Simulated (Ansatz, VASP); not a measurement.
# B3Sb2P in VASP and in Ansatz

```
B Sb P
1.0
     3.18957    0.00000    0.00000
    -1.59478    2.76224    0.00000
     0.00000    0.00000   11.40263
B Sb P
3 2 1
Direct
  0.00000 0.00000 0.50000
  0.33333 0.66667 0.00000
  0.33333 0.66667 0.50000
  0.66667 0.33333 0.31500
  0.66667 0.33333 0.68500
  0.00000 0.00000 0.00000
```

Change from the starting cell: species swapped into the Eu2Si3Au type (P-6m2, No. 187).

Alike in both runs: functional PBE; k mesh 6 × 6 × 2; occupations gaussian, width 0.1 eV; no spin polarisation.

Ansatz relaxed the structure, and its values are those at the end. VASP's run is a single point on that final structure, the one shown.

|  | VASP | Ansatz |
| --- | --- | --- |
| version | VASP 6.6.1 | Ansatz 0.2.0 |
| potentials or method | VASP PAW PBE potentials, release 64 (B, Sb, P), cutoff 520 eV | scalar-relativistic, plane waves, PAW |
| valence electrons in the cell | 24 | 44 |

Ansatz gave:

| Item | Value |
| --- | --- |
| gap on the k mesh at the Fermi level (eV) | none |
| pressure (GPa) | 0.0 |
| rms of the force components (eV/Å) | 0.001 |

Task: Which values does VASP return?

Result: gap on the k mesh at the Fermi level (eV): none; pressure (GPa): -0.1; rms of the force components (eV/Å): 0.004.

A gap of «none» marks a metal or a gap that the smearing closes. VASP's potentials hold 24 valence electrons a cell and Ansatz's 44, so a difference there can come from the potentials and not from the codes.

The k mesh is coarse, so the values compare programs but aren't converged. Neither program's run includes spin-orbit coupling.
